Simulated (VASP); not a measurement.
Wanted: the native input for a VASP 6.6.1 run.

| Item | Value |
| --- | --- |
| Task | single point |
| Functional | PBE |
| Potentials or basis | VASP PAW PBE potentials, release 64 (Ge_d) |
| Cutoff | 520 eV |
| k mesh | 6 × 6 × 6 |
| Occupations | gaussian, width 0.272114 eV |
| Spin | no spin polarisation |
| Dipole correction | no |
| Further INCAR settings | ALGO = Normal; EDIFF = 1e-06; NBANDS = 21 |

The structure of Ge lies in POSCAR:

```
Ge
1.0
   -2.4958980000      2.6508630000      1.4369470000
    2.4958980000     -2.6508630000      1.4369470000
    2.4958980000      2.6508630000     -1.4369470000
Ge
2
Direct
    0.1859430000      0.9359430000      0.2500000000
    0.8140570000      0.0640570000      0.7500000000
```

One way to write it, as run:

INCAR

```
SYSTEM = Ge
ALGO     = Normal         ! electronic algorithm
EDIFF    = 1E-6           ! SCF threshold, eV
ENCUT    = 520            ! plane-wave cutoff, eV
GGA      = PE             ! functional
ISIF     = 2              ! what is computed and relaxed
ISMEAR   = 0              ! smearing method
LASPH    = .TRUE.         ! aspherical terms in the spheres
LCHARG   = .FALSE.        ! write CHGCAR
LREAL    = .FALSE.        ! projectors in reciprocal space
LWAVE    = .FALSE.        ! write WAVECAR
NBANDS   = 21             ! bands
NELM     = 60             ! most SCF steps
PREC     = Accurate       ! precision mode
SIGMA    = 0.27211386245988 ! smearing width, eV
```

KPOINTS

```
k-points
0
G
  6 6 6
  0 0 0
```

Potentials or basis: VASP PAW PBE potentials, release 64 (Ge_d).

Launch:

```console
$ cat potpaw_PBE.64/Ge_d/POTCAR > POTCAR
$ mpirun -np 1 vasp_std > vasp.out
```

It gave:

- Pressure: 1.6 GPa
- Largest force: 0.034 eV/Å
- Band gap on the k mesh: zero (band 14 reaches 8.15 eV, above the bottom of band 15 at 3.09 eV)

Caveat: the k points lie up to 0.42 Å⁻¹ apart.

Run time: 14 s on 1 thread of Intel(R) Xeon(R) 6975P-C (Granite Rapids), on a shared host, peak memory 0.17 GiB.
